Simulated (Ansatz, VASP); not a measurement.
Two plane-wave programs on HfN

INCAR

```
SYSTEM = HfN
ALGO = Normal
DIPOL = 0.5 0.5 0.419
EDIFF = 1E-6
ENCUT = 520
GGA = PE
IDIPOL = 3
ISIF = 2
ISMEAR = 0
IVDW = 12
LASPH = .TRUE.
LCHARG = .TRUE.
LDIPOL = .TRUE.
LELF = .TRUE.
LREAL = Auto
LVACPOTAV = .TRUE.
LVHAR = .TRUE.
LWAVE = .FALSE.
NBANDS = 108
NELM = 80
PREC = Accurate
SIGMA = 0.1
```

The input KPOINTS:

```
k-points
0
G
  3 3 1
  0 0 0
```

Contents of POSCAR:

```
HfN
1.0
    6.3878118675      0.0000000000      0.0000000000
    0.0000000000      6.3878118675      0.0000000000
    0.0000000000      0.0000000000     24.4071650885
Hf N
12 12
Direct
    0.2500000000      0.2500000000      0.3277726017
    0.2500000000      0.7500000000      0.3277726017
    0.7500000000      0.2500000000      0.3277726017
    0.7500000000      0.7500000000      0.3277726017
    0.4992290782      0.5005138970      0.4194107789
    0.4992354145     -0.0004671680      0.4194109755
    0.0007056756      0.5007168582      0.4195915467
    0.0007044164     -0.0006709991      0.4195938007
    0.7489103486      0.7500120495      0.5062894462
    0.7496655506      0.2500576007      0.5072163167
    0.2503881068      0.7500298607      0.5078880122
    0.2502965817      0.2500612902      0.5067859398
    0.5000000000      0.5000000000      0.3277726017
    0.5000000000      0.0000000000      0.3277726017
    0.0000000000      0.5000000000      0.3277726017
    0.0000000000      0.0000000000      0.3277726017
    0.7499401153      0.7500221987      0.4169091836
    0.7500873393      0.2500218737      0.4174188412
    0.2500389327      0.7500212703      0.4167178577
    0.2498300415      0.2500209483      0.4171063155
   -0.0004287904      0.0000243956      0.5159799015
   -0.0004284662      0.5000613987      0.5159845311
    0.5002515473      0.0004365332      0.5153045170
    0.5002440395      0.4996475314      0.5153188939
```

Input for Ansatz:

```yaml
crystal:
  lattice:
    - [6.3878118675, 0.0, 0.0]
    - [0.0, 6.3878118675, 0.0]
    - [0.0, 0.0, 24.4071650885]
  atoms:
    - { symbol: Hf, position: [0.25, 0.25, 0.3277726017] }
    - { symbol: Hf, position: [0.25, 0.75, 0.3277726017] }
    - { symbol: Hf, position: [0.75, 0.25, 0.3277726017] }
    - { symbol: Hf, position: [0.75, 0.75, 0.3277726017] }
    - { symbol: "N", position: [0.5, 0.5, 0.3277726017] }
    - { symbol: "N", position: [0.5, 0.0, 0.3277726017] }
    - { symbol: "N", position: [0.0, 0.5, 0.3277726017] }
    - { symbol: "N", position: [0.0, 0.0, 0.3277726017] }
    - { symbol: Hf, position: [0.4992290782, 0.500513897, 0.4194107789] }
    - { symbol: Hf, position: [0.4992354145, -0.000467168, 0.4194109755] }
    - { symbol: Hf, position: [0.0007056756, 0.5007168582, 0.4195915467] }
    - { symbol: Hf, position: [0.0007044164, -0.0006709991, 0.4195938007] }
    - { symbol: "N", position: [0.7499401153, 0.7500221987, 0.4169091836] }
    - { symbol: "N", position: [0.7500873393, 0.2500218737, 0.4174188412] }
    - { symbol: "N", position: [0.2500389327, 0.7500212703, 0.4167178577] }
    - { symbol: "N", position: [0.2498300415, 0.2500209483, 0.4171063155] }
    - { symbol: Hf, position: [0.7489103486, 0.7500120495, 0.5062894462] }
    - { symbol: Hf, position: [0.7496655506, 0.2500576007, 0.5072163167] }
    - { symbol: Hf, position: [0.2503881068, 0.7500298607, 0.5078880122] }
    - { symbol: Hf, position: [0.2502965817, 0.2500612902, 0.5067859398] }
    - { symbol: "N", position: [-0.0004287904, 2.43956e-05, 0.5159799015] }
    - { symbol: "N", position: [-0.0004284662, 0.5000613987, 0.5159845311] }
    - { symbol: "N", position: [0.5002515473, 0.0004365332, 0.515304517] }
    - { symbol: "N", position: [0.5002440395, 0.4996475314, 0.5153188939] }
basis:
  ecutwfc: 420
kpoints:
  mp_grid: { grid: [3, 3, 1] }
hamiltonian:
  xc: pbe
  dispersion: d3bj
scf:
  occupations: { method: gaussian, width: 0.1 }
output:
  forces: true
  eigenvalues: true
  write_density: true
  volumetric_format: npy
efield:
  axis: 3
  dipole_correction: true
  ramp_width: 0.04
```

Alike in both runs: task single point; functional PBE; dispersion D3(BJ); k mesh 3 × 3 × 1; occupations gaussian, width 0.1 eV; no spin polarisation.

|  | VASP | Ansatz |
| --- | --- | --- |
| version | VASP 6.6.1 | Ansatz 0.2.0 |
| potentials or method | VASP PAW PBE potentials, release 64 (Hf_pv, N), cutoff 520 eV | scalar-relativistic, plane waves, PAW |
| valence electrons in the cell | 180 | 372 |

```csv
,VASP,Ansatz,Ansatz less VASP
gap on the k mesh at the Fermi level (eV),0.27,0.26,-0.008
least direct gap on the mesh (eV),0.27,0.26,-0.008
rms of the force components (eV/Å),0.403,0.395,-0.0085
```

VASP's potentials hold 180 valence electrons a cell and Ansatz's 372, so a difference there can come from the potentials and not from the codes.

Spin-orbit coupling is off throughout.
